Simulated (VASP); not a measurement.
## Co8Si16H2O: single point with PBE+D3(BJ)

The system is Co8Si16H2O, a slab with vacuum.

```
Si Co O H
1.0
     7.50131    0.00000    0.00000
    -3.75066    6.49633    0.00000
     0.00000    0.00000   23.61340
Si Co O H
16 8 1 2
Cartesian
  1.8753 3.2482 8.0000
  3.7507 0.0000 8.0000
  -1.8753 3.2482 8.0000
  0.0000 0.0000 8.0000
  3.7507 2.1654 9.5312
  1.8753 5.4136 9.5312
  0.0000 2.1654 9.5312
  -1.8753 5.4136 9.5312
  3.7434 4.3357 11.0325
  5.6291 1.0870 11.0275
  -0.0019 4.3262 11.0274
  1.8785 1.0812 11.0331
  -1.8761 3.2488 12.5673
  -0.0028 -0.0027 12.5624
  1.8766 3.2526 12.5622
  3.7514 -0.0007 12.5998
  1.8753 1.0827 8.7656
  0.0000 4.3309 8.7656
  5.6260 1.0827 8.7656
  3.7507 4.3309 8.7656
  3.7535 2.1645 11.8607
  1.8644 5.4202 11.8711
  0.0022 2.1644 11.8589
  -1.8726 5.4122 11.8615
  3.2045 0.3309 14.7520
  3.0808 1.3003 14.6484
  2.3010 -0.0443 14.6650
```

| Property | Result |
| --- | --- |
| Program | VASP 6.6.1 |
| Task | single point |
| Functional | PBE |
| Dispersion | D3(BJ) |
| Potentials or basis | VASP PAW PBE potentials, release 64 (Si, Co, O, H) |
| Cutoff | 520 eV |
| k mesh | 3 × 3 × 1 |
| Occupations | gaussian, width 0.1 eV |
| Spin | no spin polarisation |

```json
{
  "Largest force": "0.716 eV/Å",
  "Dispersion energy per atom": "-0.272 eV"
}
```

Forces in eV/Å, atoms in the order of the input:
```
Si   0.002 -0.003  0.316
Si  -0.001  0.000  0.260
Si  -0.008  0.005  0.313
Si   0.004  0.000  0.316
Si  -0.003 -0.016  0.379
Si  -0.024  0.015  0.427
Si   0.004 -0.002  0.363
Si   0.012  0.012  0.382
Si  -0.001  0.000  0.019
Si   0.003  0.000  0.018
Si   0.000 -0.003  0.018
Si  -0.001  0.000  0.020
Si   0.001  0.000 -0.001
Si  -0.001  0.000 -0.002
Si   0.000  0.000 -0.002
Si   0.009 -0.003 -0.016
Co  -0.006  0.003 -0.659
Co   0.011 -0.024 -0.715
Co   0.027  0.003 -0.715
Co  -0.018  0.011 -0.698
Co  -0.001 -0.003 -0.002
Co   0.001  0.000 -0.006
Co   0.000  0.000 -0.008
Co   0.000  0.000 -0.004
O    0.040 -0.015 -0.010
H    0.026  0.093  0.004
H   -0.076 -0.071  0.004
```

Levels at points of the mesh, in eV from the Fermi level:
| k point | band 69 | band 70 | band 71 | band 72 | band 73 | band 74 | band 75 | band 76 |
| --- | --- | --- | --- | --- | --- | --- | --- | --- |
| (0.00, 0.00, 0.00) | -0.85 | -0.39 | -0.36 | -0.22 | 0.95 | 0.96 | 0.97 | 0.97 |

It took 38 min on 1 thread of Intel(R) Xeon(R) Platinum 8259CL CPU @ 2.50GHz (Skylake/Cascade Lake) (shared host), peak memory 1.3 GiB.

Caveat: the run has no spin polarisation, though such a crystal can be magnetic. Spin polarisation is off, so any magnetic state and its effect on volume and gap are missing.
